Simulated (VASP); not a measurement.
Wanted: the native input for a VASP 6.6.1 run.

* Task: single point
* Functional: PBE
* Potentials or basis: VASP PAW PBE potentials, release 64 (Re)
* Cutoff: 520 eV
* k mesh: 19 × 19 × 19
* Occupations: fermi-dirac, width 0.1 eV
* Spin: no spin polarisation
* Hubbard terms: Re d U = 1.0 eV
* Dipole correction: no
* Further INCAR settings: ALGO = Normal; EDIFF = 1e-06; NBANDS = 10

The structure of Re lies in POSCAR:

```
Re
1.0
   -1.4010520474      1.4010520474      1.4010520474
    1.4010520474     -1.4010520474      1.4010520474
    1.4010520474      1.4010520474     -1.4010520474
Re
1
Direct
    0.0000000000      0.0000000000      0.0000000000
```

This isn't the form of Re at room conditions, which is hcp.

The input as run:

INCAR

```
ALGO = Normal ; EDIFF = 1E-6
ENCUT = 520 ; GGA = PE
ISIF = 2 ; ISMEAR = -1
LASPH = True ; LCHARG = False
LDAU = True ; LDAUJ = 0
LDAUL = 2 ; LDAUPRINT = 1
LDAUTYPE = 2 ; LDAUU = 1
LMAXMIX = 4 ; LREAL = False
LWAVE = False ; NBANDS = 10
NELM = 150 ; PREC = Accurate
SIGMA = 0.1
```

KPOINTS

```
k-points
0
Gamma
  19 19 19
```

Potentials or basis: VASP PAW PBE potentials, release 64 (Re).

The run is started by

```sh
$ cat potpaw_PBE.64/Re/POTCAR > POTCAR
$ mpirun -np 1 vasp_std > vasp.out
```

It gave:

* Pressure: 224.5 GPa
* Band gap on the k mesh: zero (an odd number of electrons rules out a gap without spin polarisation)

Caveat: the cell stands under pressure; spin-orbit coupling is left out, which moves the levels of the heavy elements; U without spin polarisation on a metal has little footing; the U is typed as a test and isn't derived for this compound.

Run time: 9.6 s on 1 thread of Intel(R) Xeon(R) 6975P-C (Granite Rapids), on a shared host, peak memory 0.14 GiB.
